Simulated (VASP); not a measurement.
Here is a VASP 6.6.1 calculation.

The input INCAR:

```
PREC = Accurate ; ENCUT = 520
EDIFF = 1E-7 ; ISMEAR = -1
SIGMA = 0.05 ; LREAL = False
LASPH = True ; NELM = 150
ALGO = Normal ; ISIF = 2
LWAVE = False ; LCHARG = True
ISPIN = 2 ; MAGMOM = 1
LORBIT = 11 ; NUPDOWN = 1.0
LMAXMIX = 4 ; GGA = PE
LELF = True ; LVHAR = True
NBANDS = 15
```

KPOINTS

```
regular mesh
0
Gamma
  11 11 11
```

The input POSCAR:

```
Ni
1.0
    0.0000000000      1.7375729330      1.7375729330
    1.7375729330      0.0000000000      1.7375729330
    1.7375729330      1.7375729330      0.0000000000
Ni
1
Direct
    0.0000000000      0.0000000000      0.0000000000
```

Potentials or basis: VASP PAW PBE potentials, release 64 (Ni).

Run with:

```console
$ cat potpaw_PBE.64/Ni/POTCAR > POTCAR
$ mpirun -np 1 vasp_std > vasp.out
```

Question: What does it give for the pressure?

Answer: 11.7 GPa.

Caveat: the total moment is fixed, so each spin has its own Fermi level.
